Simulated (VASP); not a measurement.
# GaSb2 (P-3m1) in VASP: further runs

Runs on GaSb2. Level: PBE. Tasks: single point, relaxation of cell and atoms.

Program: VASP 6.6.1. These are calculated values, not measurements. Logs are shortened: lines on timing, memory, paths and dates and some standing lists are left out, and cuts for length are marked.

### Step 1. The cell of the first run

Symmetry: P-3m1, No. 164, trigonal system. Conventional cell: a = 3.233 Å, b = 3.233 Å, c = 7.874 Å, α = 90.00°, β = 90.00°, γ = 120.00°. Within 4.3 Å of Ga (site symmetry -3m) lie 6 Ga at 3.23 Å and 6 Sb at 3.25 Å. Within 4.2 Å of Sb (site symmetry 3m) lie 9 Sb at 3.16 to 3.23 Å and 3 Ga at 3.25 Å.

### Step 2. Single point, PBE

INCAR

```
PREC     = Accurate       # precision mode
ENCUT    = 520            # plane-wave cutoff, eV
EDIFF    = 1E-6           # SCF threshold, eV
ISMEAR   = 0              # smearing method
SIGMA    = 0.1            # smearing width, eV
LREAL    = False          # projectors in reciprocal space
LASPH    = True           # aspherical terms in the spheres
NELM     = 100            # most SCF steps
ALGO     = Normal         # electronic algorithm
ISIF     = 2              # what is computed and relaxed
LWAVE    = False          # write WAVECAR
LCHARG   = False          # write CHGCAR
GGA      = PE             # functional
NBANDS   = 18             # bands
```

KPOINTS

```
regular mesh
0
Gamma
  6 6 2
```

POSCAR

```
GaSb2
1.0
    3.2325754000      0.0000000000      0.0000000000
   -1.6162877000      2.7994924100      0.0000000000
    0.0000000000      0.0000000000      7.8735209700
Ga Sb
1 2
Direct
    0.0000000000      0.0000000000      0.0000000000
    0.3333333300      0.6666666700      0.6621415000
    0.6666666700      0.3333333300      0.3378585000
```

Potentials or basis: VASP PAW PBE potentials, release 64 (Ga_d, Sb).

Run with:

```sh
$ cat potpaw_PBE.64/Ga_d/POTCAR potpaw_PBE.64/Sb/POTCAR > POTCAR
$ mpirun -np 1 vasp_std > vasp.out
```

OUTCAR:

```text
PREC = Accurate
   ENCUT = 520
   EDIFF = 1E-6
   ISMEAR = 0
   LREAL = False
   LASPH = True
   NELM = 100
   ISIF = 2
   GGA = PE

 ion  position               nearest neighbor table
   1  0.000  0.000  0.000-   2 3.25   3 3.25   2 3.25   3 3.25   3 3.25   2 3.25
   2  0.333  0.667  0.662-   3 3.16   3 3.16   3 3.16   1 3.25   1 3.25   1 3.25
   3  0.667  0.333  0.338-   2 3.16   2 3.16   2 3.16   1 3.25   1 3.25   1 3.25

  LATTYP: Found a hexagonal cell.
 ALAT       =     3.2325754000
 C/A-ratio  =     2.4356805320

  Lattice vectors:

 A1 = (   3.2325754000,   0.0000000000,   0.0000000000)
 A2 = (  -1.6162877000,   2.7994924100,   0.0000000000)
 A3 = (   0.0000000000,   0.0000000000,   7.8735209700)

Analysis of symmetry for initial positions (statically):
=====================================================================
 Subroutine PRICEL returns:
 Original cell was already a primitive cell.

 Routine SETGRP: Setting up the symmetry group for a
 hexagonal supercell.

 Subroutine GETGRP returns: Found 12 space group operations
 (whereof 12 operations were pure point group operations)
 out of a pool of 24 trial point group operations.

The static configuration has the point symmetry D_3d.

Analysis of symmetry for dynamics (positions and initial velocities):
=====================================================================
 Subroutine PRICEL returns:
 Original cell was already a primitive cell.

 Routine SETGRP: Setting up the symmetry group for a
 hexagonal supercell.

 Subroutine GETGRP returns: Found 12 space group operations
 (whereof 12 operations were pure point group operations)
 out of a pool of 24 trial point group operations.

The dynamic configuration has the point symmetry D_3d.

 Subroutine INISYM returns: Found 12 space group operations
 (whereof 12 operations are pure point group operations),
 and found     1 'primitive' translations

----------------------------------------------------------------------------------------

                                     Primitive cell

  volume of cell :      71.2520

  direct lattice vectors                    reciprocal lattice vectors
     3.232575400  0.000000000  0.000000000     0.309350866  0.178603806  0.000000000
    -1.616287700  2.799492410  0.000000000     0.000000000  0.357207613  0.000000000
     0.000000000  0.000000000  7.873520970     0.000000000  0.000000000  0.127007981

  length of vectors
     3.232575400  3.232575395  7.873520970     0.357207612  0.357207613  0.127007981

  position of ions in fractional coordinates (direct lattice)
     0.000000000  0.000000000  0.000000000
     0.333333330  0.666666670  0.662141500
     0.666666670  0.333333330  0.337858500

  ion indices of the primitive-cell ions
   primitive index   ion index
                 1           1
                 2           2
                 3           3

----------------------------------------------------------------------------------------

 KPOINTS: regular mesh

Automatic generation of k-mesh.
 Grid dimensions read from file:
 generate k-points for:    6    6    2

 Generating k-lattice:

  Cartesian coordinates                     Fractional coordinates (reciprocal lattice)
     0.051558478  0.029767301  0.000000000     0.166666667  0.000000000  0.000000000
     0.000000000  0.059534602  0.000000000     0.000000000  0.166666667  0.000000000
     0.000000000  0.000000000  0.063503990     0.000000000  0.000000000  0.500000000

  Length of vectors
     0.059534602  0.059534602  0.063503990

  Shift w.r.t. Gamma in fractional coordinates (k-lattice)
     0.000000000  0.000000000  0.000000000

 Subroutine IBZKPT returns following result:
 ===========================================

 Found     14 irreducible k-points:

 Following reciprocal coordinates:
            Coordinates               Weight
  0.000000  0.000000  0.000000      1.000000
  0.166667 -0.000000  0.000000      6.000000
  0.333333 -0.000000  0.000000      6.000000
  0.500000 -0.000000  0.000000      3.000000
  0.166667  0.166667  0.000000      6.000000
  0.333333  0.166667  0.000000     12.000000
  0.333333  0.333333  0.000000      2.000000
  0.000000  0.000000  0.500000      1.000000
  0.166667 -0.000000  0.500000      6.000000
  0.333333 -0.000000  0.500000      6.000000
  0.500000 -0.000000  0.500000      3.000000
  0.166667  0.166667  0.500000      6.000000
  0.333333  0.166667  0.500000     12.000000
  0.333333  0.333333  0.500000      2.000000
   k-points           NKPTS =     14   k-points in BZ     NKDIM =     14   number of bands    NBANDS=     18
   number of dos      NEDOS =    301   number of ions     NIONS =      3
   total plane-waves  NPLWV =  34560
   dimension x,y,z NGX =    24 NGY =   24 NGZ =   60
   dimension x,y,z NGXF=    48 NGYF=   48 NGZF=  120
   ions per type =               1   2
   NGX,Y,Z   is equivalent  to a cutoff of  12.34, 12.34, 12.67 a.u.
   NGXF,Y,Z  is equivalent  to a cutoff of  24.69, 24.69, 25.34 a.u.
 SYSTEM =  unknown system
   PREC   = accura    normal or accurate (medium, high low for compatibility)
   ISTART =      0    job   : 0-new  1-cont  2-samecut
   ICHARG =      2    charge: 1-file 2-atom 10-const
   ISPIN  =      1    spin polarized calculation?
   LNONCOLLINEAR =      F non collinear calculations
   LSORBIT =      F    spin-orbit coupling
   LASPH  =      T    aspherical Exc in radial PAW
   ENCUT  =  520.0 eV  38.22 Ry    6.18 a.u.   6.01  6.01 14.64*2*pi/ulx,y,z
   NELM   =    100;   NELMIN=  2; NELMDL= -5     # of ELM steps
   EDIFF  = 0.1E-05   stopping-criterion for ELM
   LREAL  =      F    real-space projection
[... 7 lines left out ...]
   TEBEG  =    0.0;   TEEND  =   0.0 temperature during run
   PSTRESS=    0.0 pullay stress
   NELECT =      23.0000    total number of electrons
   NUPDOWN=      -1.0000    fix difference up-down
   EMIN   =  10.00;   EMAX   =-10.00  energy-range for DOS
   EFERMI =   0.00;   METHOD = LEGACY
   ISMEAR =     0;   SIGMA  =   0.10  broadening in eV -4-tet -1-fermi 0-gaus
   EFERMI_NEDOS =   21; number of points for ismear=-14 and -15
   IALGO  =     38    algorithm
   IMIX   =      4    mixing-type and parameters
     AMIX     =   0.40;   BMIX     =  1.00
     AMIX_MAG =   1.60;   BMIX_MAG =  1.00
  volume/ion in A,a.u.               =      23.75       160.28
  Fermi-wavevector in a.u.,A,eV,Ry     =   1.123014  2.122189 17.159126  1.261160
  Thomas-Fermi vector in A             =   2.259677
   LORBIT       =      0    0 simple, 1 ext, 2 COOP (PROOUT), +10 PAW based schemes
   GGA     = PE    functional components
   LHFCALC =     F    Hartree Fock is set to
   AEXX    =    0.0000 exact exchange contribution
   IVDW    =     0    specifies the selected vdW correction
   LEPSILON=     F    determine dielectric tensor
   LRPA    =     F    only Hartree local field effects (RPA)
 non-spin polarized calculation
 Gauss-broadening in eV      SIGMA  =   0.10
  energy-cutoff  :      520.00
  volume of cell :       71.25
 maximum number of plane-waves:      1944
   NGX = 13   NGY = 13   NGZ = 29

 number of electron      22.9999977 magnetization

 Free energy of the ion-electron system (eV)
  ---------------------------------------------------
  ext. energy  EPLUGINS =         0.00000000
  ---------------------------------------------------
  free energy    TOTEN  =       -10.45153636 eV

  energy without entropy =      -10.43710432  energy(sigma->0) =      -10.44432034

 E-fermi :   8.1589     XC(G=0): -10.5054

 val. band max:        8.1534656167   @ k =   0.1667   0.1667   0.0000
 cond. band min:       8.2435375598   @ k =   0.3333   0.1667   0.0000
 fundamental gap:      0.0900719431
 Fermi energy:         8.1588659067

 k-point     1 :       0.0000    0.0000    0.0000
  band No.  band energies     occupation
      1      -6.7801      2.00000
      2      -6.7341      2.00000
      3      -6.7341      2.00000
      4      -6.6776      2.00000
      5      -6.6776      2.00000
      6      -5.3314      2.00000
[... 10 lines left out ...]
     17      16.5489      0.00000
     18      17.0734      0.00000

 k-point     2 :       0.1667   -0.0000    0.0000
  band No.  band energies     occupation
      1      -6.7645      2.00000
      2      -6.7360      2.00000
      3      -6.7067      2.00000
      4      -6.6989      2.00000
      5      -6.6815      2.00000
      6      -4.7894      2.00000
[... 10 lines left out ...]
     17      15.3685      0.00000
     18      15.4456      0.00000

 k-point     3 :       0.3333   -0.0000    0.0000
  band No.  band energies     occupation
      1      -6.7781      2.00000
      2      -6.7385      2.00000
      3      -6.6997      2.00000
      4      -6.6896      2.00000
      5      -6.6507      2.00000
      6      -3.1871      2.00000
[... 10 lines left out ...]
     17      13.6222      0.00000
     18      14.0598      0.00000

 k-point     4 :       0.5000   -0.0000    0.0000
  band No.  band energies     occupation
      1      -6.7903      2.00000
      2      -6.7565      2.00000
      3      -6.6936      2.00000
      4      -6.6787      2.00000
      5      -6.6225      2.00000
      6      -1.1971      2.00000
[... 165 lines left out ...]
      4      -6.6916      2.00000
      5      -6.6661      2.00000
      6      -3.6262      2.00000
[... 10 lines left out ...]
     17      13.1125      0.00000
     18      15.7557      0.00000

 k-point    13 :       0.3333    0.1667    0.5000
  band No.  band energies     occupation
      1      -6.7572      2.00000
      2      -6.7452      2.00000
      3      -6.7041      2.00000
      4      -6.6920      2.00000
      5      -6.6441      2.00000
      6      -1.6035      2.00000
[... 10 lines left out ...]
     17      12.3839      0.00000
     18      16.3372      0.00000

 k-point    14 :       0.3333    0.3333    0.5000
  band No.  band energies     occupation
      1      -6.7312      2.00000
      2      -6.7312      2.00000
      3      -6.6924      2.00000
      4      -6.6907      2.00000
      5      -6.6907      2.00000
      6       0.1261      2.00000
[... 10 lines left out ...]
     17      10.1543      0.00000
     18      17.6468      0.00000

------------------------ aborting loop because EDIFF is reached ----------------------------------------

  FORCE on cell =-STRESS in cart. coord.  units (eV):
  Direction    XX          YY          ZZ          XY          YZ          ZX
  --------------------------------------------------------------------------------------
  -------------------------------------------------------------------------------------
  Total        1.9696847      1.9696847      3.1222388      0.0000000      0.0000000      0.0000000
  in kB       44.2904761     44.2904759     70.2068917      0.0000000      0.0000000      0.0000000
  external PRESSURE =      52.9292812 kB  Pullay stress =       0.0000000 kB

 VOLUME and BASIS-vectors are now :
 -----------------------------------------------------------------------------
  energy-cutoff  :      520.00
  volume of cell :       71.25
      direct lattice vectors                 reciprocal lattice vectors
     3.232575400  0.000000000  0.000000000     0.309350866  0.178603806  0.000000000
    -1.616287700  2.799492410  0.000000000     0.000000000  0.357207613  0.000000000
     0.000000000  0.000000000  7.873520970     0.000000000  0.000000000  0.127007981

 POSITION                                       TOTAL-FORCE (eV/Angst)
 -----------------------------------------------------------------------------------
      0.00000      0.00000      0.00000         0.000000      0.000000      0.000000
     -0.00000      1.86633      5.21338        -0.000000      0.000000      0.732191
      1.61629      0.93316      2.66014         0.000000     -0.000000     -0.732191
 -----------------------------------------------------------------------------------
    total drift:                                0.000000     -0.000000      0.000000

  FREE ENERGIE OF THE ION-ELECTRON SYSTEM (eV)
  ---------------------------------------------------
  free  energy   TOTEN  =       -10.4515363594 eV

  energy  without entropy=      -10.4371043206  energy(sigma->0) =      -10.44432034
```

Wall time 6.3 s (1 thread of Intel Xeon 6975P-C (Granite Rapids), shared host); peak memory 0.18 GiB.

What came out:

| Item | Value |
| --- | --- |
| Free energy | -10.4515 eV |
| Pressure | 5.3 GPa |
| Largest force | 0.732 eV/Å |

Forces on the atoms (eV/Å):
```
Ga   0.000  0.000  0.000
Sb   0.000  0.000  0.732
Sb   0.000  0.000 -0.732
```

Levels at points of the mesh, in eV from the Fermi level:
```
           k point  band 7  band 8  band 9  band 10  band 11  band 12  band 13  band 14  band 15  band 16
(0.00, 0.00, 0.00)  -11.11   -8.60   -2.48    -1.62     4.53     4.53     5.58     5.58     7.49     8.39
(0.50, 0.00, 0.00)   -8.38   -5.78   -5.07    -4.13    -3.25     0.81     1.64     1.90     3.04     3.10
(0.00, 0.00, 0.50)  -11.54   -7.09   -5.68     2.92     3.74     4.51     4.51     5.68     5.68     8.10
(0.50, 0.00, 0.50)   -8.36   -5.96   -5.93    -2.55    -1.73    -1.13    -0.06     0.94     2.58     4.84
```

Caveat: the k points lie up to 0.40 Å⁻¹ apart; spin-orbit coupling is left out, which moves the levels of the heavy elements.

### Step 3. Single point, PBE

This run uses another cell than the first one, of 25.69 Å³/atom, 1.082 times its volume.

INCAR

```
PREC = Accurate
ENCUT = 520
EDIFF = 1E-7
ISMEAR = 0
SIGMA = 0.1
LREAL = F
LASPH = T
NELM = 80
ALGO = Normal
ISIF = 2
LWAVE = F
LCHARG = F
GGA = PE
NBANDS = 18
```

KPOINTS

```
Automatic mesh
0
Gamma
  6 6 2
```

POSCAR

```
GaSb2
1.0
    3.3364126961      0.0000000000      0.0000000000
   -1.6682063481      2.8894181523      0.0000000000
    0.0000000000      0.0000000000      7.9956639160
Ga Sb
1 2
Direct
    0.0000000000      0.0000000000      0.0000000000
    0.3333333333      0.6666666667      0.7039253694
    0.6666666667      0.3333333333      0.2960746306
```

Potentials or basis: VASP PAW PBE potentials, release 64 (Ga_d, Sb).

Run with:

```sh
$ cat potpaw_PBE.64/Ga_d/POTCAR potpaw_PBE.64/Sb/POTCAR > POTCAR
$ mpirun -np 1 vasp_std > vasp.out
```

Wall time 10 s (1 thread of Intel Xeon 6975P-C (Granite Rapids), shared host); peak memory 0.21 GiB.

The run converged. Its results:

* Free energy: -10.6618 eV
* Pressure: -0.1 GPa
* Largest force: 0.019 eV/Å

Forces in eV/Å, atoms in the order of the input:
```
Ga   0.000  0.000  0.000
Sb   0.000  0.000  0.019
Sb   0.000  0.000 -0.019
```

Levels at points of the mesh, in eV from the Fermi level:
| k point | band 8 | band 9 | band 10 | band 11 | band 12 | band 13 | band 14 | band 15 |
| --- | --- | --- | --- | --- | --- | --- | --- | --- |
| (0.00, 0.00, 0.00) | -7.55 | -1.88 | -0.67 | 4.82 | 4.82 | 4.95 | 4.95 | 7.65 |
| (0.50, 0.00, 0.00) | -5.51 | -4.62 | -2.97 | -2.82 | 1.38 | 1.81 | 2.56 | 2.64 |
| (0.00, 0.00, 0.50) | -6.44 | -4.49 | 2.87 | 4.68 | 4.68 | 5.14 | 5.14 | 5.17 |
| (0.50, 0.00, 0.50) | -5.78 | -5.03 | -1.88 | -1.72 | -0.33 | 0.99 | 1.82 | 1.91 |

Caveat: the k points lie up to 0.39 Å⁻¹ apart; spin-orbit coupling is left out, which moves the levels of the heavy elements.

### Step 4. Relaxation of cell and atoms, PBE

INCAR

```
PREC = Accurate
ENCUT = 600
EDIFF = 1E-6
ISMEAR = 0
SIGMA = 0.1
LREAL = False
LASPH = True
NELM = 80
ALGO = Normal
ISIF = 3
LWAVE = False
LCHARG = False
GGA = PE
IBRION = 2
NSW = 90
EDIFFG = -0.04
```

KPOINTS is that of step 3.

POSCAR

```
GaSb2
1.0
    3.2325754000      0.0000000000      0.0000000000
   -1.6162877000      2.7994924100      0.0000000000
    0.0000000000      0.0000000000      7.8735209700
Ga Sb
1 2
Direct
    0.0000000000      0.0000000000      0.0000000000
    0.3333333300      0.6666666700      0.6621415000
    0.6666666700      0.3333333300      0.3378585000
```

Run with:

```sh
$ cat potpaw_PBE.64/Ga_d/POTCAR potpaw_PBE.64/Sb/POTCAR > POTCAR
$ mpirun -np 1 vasp_std > vasp.out
```

Run time: 3.9 min. Hardware: 1 thread of Intel Xeon 6975P-C (Granite Rapids), shared host; peak memory 0.23 GiB.

Results (log left out):

- Free energy: -10.6585 eV
- Relaxed volume: 25.84 Å³/atom
- Relaxed cell: a = 3.372 Å, b = 3.372 Å, c = 7.870 Å, α = 90.00°, β = 90.00°, γ = 120.00°
- Space group after relaxing (to 0.05 Å): P-3m1 (No. 164)
- Energy gained by relaxing: 69.0 meV/atom
- Ionic steps: 43
- Pressure after relaxing: 0.0 GPa
- Largest force after relaxing: 0.020 eV/Å

Forces in eV/Å, atoms in the order of the input:
```
Ga   0.000  0.000  0.000
Sb   0.000  0.000  0.020
Sb   0.000  0.000 -0.020
```

Stress tensor (GPa, compression positive):
```
-0.05  0.00  0.00
 0.00 -0.05  0.00
 0.00  0.00  0.21
```

The path:
```
step  energy change (eV)  largest force (eV/Å)  pressure (GPa)  volume (Å³)
   1              0.0000                0.7321            5.28        71.25
   3             -0.1259                0.2608           -0.45        77.84
   5             -0.1376                0.1282            0.00        77.01
   7             -0.1415                0.0972           -0.01        76.82
   9             -0.1553                0.2790            0.16        75.76
  11              0.5441                1.5778           10.80        70.40
  13             -0.0147                0.8262            4.66        72.28
  15             -0.1372                0.1536            2.43        73.07
  17             -0.1520                0.0414            1.81        73.35
  19             -0.1564                0.0733            1.53        73.67
  21             -0.1607                0.0276            1.23        74.16
  23             -0.1710                0.1395           -0.82        76.86
  25             -0.1734                0.1302           -0.37        76.26
  27             -0.1906                0.1736            0.23        75.81
  29             -0.1960                0.0619            0.98        75.49
  31             -0.1982                0.0422            1.03        75.56
  33             -0.2007                0.0109            0.86        76.24
  35             -0.2042                0.0460            0.25        77.05
  37             -0.2046                0.0595           -0.04        77.41
  39             -0.2047                0.0601           -0.04        77.39
  41             -0.2059                0.0588           -0.02        77.42
  43             -0.2070                0.0202            0.03        77.52
```

Final structure:
```yaml
crystal:
  lattice:
    - [3.37247, 0.00000, 0.00000]
    - [-1.68624, 2.92065, 0.00000]
    - [0.00000, 0.00000, 7.87031]
  atoms:
    - { symbol: Ga, position: [0.00000, 0.00000, 0.00000] }
    - { symbol: Sb, position: [0.33333, 0.66667, 0.71551] }
    - { symbol: Sb, position: [0.66667, 0.33333, 0.28449] }
```

Levels at points of the mesh, in eV from the Fermi level:
| k point | band 9 | band 10 | band 11 | band 12 | band 13 | band 14 |
| --- | --- | --- | --- | --- | --- | --- |
| (0.00, 0.00, 0.00) | -1.88 | -0.07 | 4.41 | 4.41 | 4.44 | 4.44 |
| (0.50, 0.00, 0.00) | -4.76 | -2.93 | -2.78 | 0.98 | 1.78 | 2.26 |
| (0.00, 0.00, 0.50) | -4.32 | 3.33 | 4.23 | 4.23 | 4.68 | 4.68 |
| (0.50, 0.00, 0.50) | -5.12 | -1.87 | -1.74 | -0.24 | 1.19 | 1.28 |

Caveat: the k points lie up to 0.40 Å⁻¹ apart in the final cell; spin-orbit coupling is left out, which moves the levels of the heavy elements.

[end of part 1 of 2]
